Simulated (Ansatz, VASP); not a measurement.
**CuSe: VASP beside Ansatz**

```
CELL_PARAMETERS angstrom
3.60866 0.00000 0.00000
-1.80433 3.12519 0.00000
0.00000 0.00000 3.52187
ATOMIC_POSITIONS crystal
Cu 0.00000 0.00000 0.00000
Se 0.66667 0.33333 0.50000
```

Alike in both runs: task single point; functional LDA; k mesh 6 × 6 × 5; occupations gaussian, width 0.05 eV; collinear spin; Hubbard terms Cu d U = 5.0 eV.

|  | VASP | Ansatz |
| --- | --- | --- |
| version | VASP 6.6.1 | Ansatz 0.2.0 |
| potentials or method | VASP PAW LDA potentials, release 64 (Cu, Se), cutoff 520 eV | all-electron LAPW, scalar-relativistic |

Ansatz gave:

```
gap on the k mesh at the Fermi level (eV)                     : none
pressure (GPa)                                                : -12.8
traceless stress, the component that is largest in VASP (GPa) : -4.28
net moment per atom (μB)                                      : 0.00
```

**Question.** Which values does VASP return?

**Answer.** gap on the k mesh at the Fermi level (eV): none; pressure (GPa): -13.5; traceless stress, the component that is largest in VASP (GPa): -4.57; net moment per atom (μB): 0.00.

LDA's correlation is that of Perdew and Zunger in VASP and of Perdew and Wang (1992) in Ansatz. The programs project onto different local orbitals, so the same U acts differently, and such runs can settle in different states. A gap of «none» marks a metal or a gap that the smearing closes. Ansatz ran all-electron here, and VASP with PAW potentials.

Noted on Ansatz's run: the k mesh is thin for a metal, which can move the energy by tens of meV per atom; U is the effective U less J, on atomic orbitals that reach past the spheres.
